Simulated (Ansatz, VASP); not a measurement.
## Sn2PbS3: VASP beside Ansatz

```
CELL_PARAMETERS angstrom
-2.08863 2.08863 8.86024
2.08863 -2.08863 8.86024
2.08863 2.08863 -8.86024
ATOMIC_POSITIONS crystal
Sn 0.66785 0.66785 0.00000
Sn 0.33215 0.33215 0.00000
Pb 0.00000 0.00000 0.00000
S 0.82990 0.82990 0.00000
S 0.50000 0.50000 0.00000
S 0.17010 0.17010 0.00000
```

Alike in both runs: task single point; functional PBE; k mesh 6 × 6 × 6; occupations gaussian, width 0.1 eV; no spin polarisation.

|  | VASP | Ansatz |
| --- | --- | --- |
| version | VASP 6.6.1 | Ansatz 0.2.0 |
| potentials or method | VASP PAW PBE potentials, release 64 (Sn_d, Pb_d, S), cutoff 520 eV | scalar-relativistic, plane waves, PAW |
| valence electrons in the cell | 60 | 60 |

|  | VASP | Ansatz | Ansatz less VASP |
| --- | --- | --- | --- |
| gap on the k mesh at the Fermi level (eV) | 0.17 | 0.17 | +0.002 |
| least direct gap on the mesh (eV) | 0.17 | 0.17 | +0.002 |
| pressure (GPa) | -0.2 | -0.1 | +0.06 |

Spin-orbit coupling is off throughout.
